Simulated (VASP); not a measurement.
**TiAl: single point with PBE**

TiAl:

```
CELL_PARAMETERS angstrom
3.17906 0.00000 0.00000
0.00000 3.17906 0.00000
0.00000 0.00000 3.17906
ATOMIC_POSITIONS crystal
Ti 0.00000 0.00000 0.00000
Al 0.50000 0.50000 0.50000
```

```json
{
 "Program": "VASP 6.6.1",
 "Task": "single point",
 "Functional": "PBE",
 "Potentials or basis": "VASP PAW PBE potentials, release 64 (Ti_sv, Al)",
 "Cutoff": "520 eV",
 "k mesh": "8 × 8 × 8",
 "Occupations": "fermi-dirac, width 0.05 eV",
 "Spin": "no spin polarisation"
}
```

```
Pressure : 0.8 GPa
```

Levels at points of the mesh, in eV from the Fermi level:
| k point | band 4 | band 5 | band 6 | band 7 | band 8 | band 9 | band 10 | band 11 |
| --- | --- | --- | --- | --- | --- | --- | --- | --- |
| (0.00, 0.00, 0.00) | -33.10 | -9.28 | -1.44 | -1.44 | 1.80 | 1.80 | 1.80 | 4.41 |
| (0.50, 0.00, 0.00) | -33.09 | -6.04 | -5.19 | -0.55 | 0.15 | 0.15 | 2.01 | 2.98 |
| (0.50, 0.50, 0.00) | -33.07 | -5.01 | -2.11 | -2.11 | -1.47 | 0.71 | 0.71 | 2.72 |
| (0.50, 0.50, 0.50) | -33.23 | -3.09 | -3.09 | -3.09 | 0.63 | 2.79 | 2.79 | 2.91 |

Run time: 8.2 s on 1 thread of Intel(R) Xeon(R) 6975P-C (Granite Rapids) (shared host), peak memory 0.14 GiB.
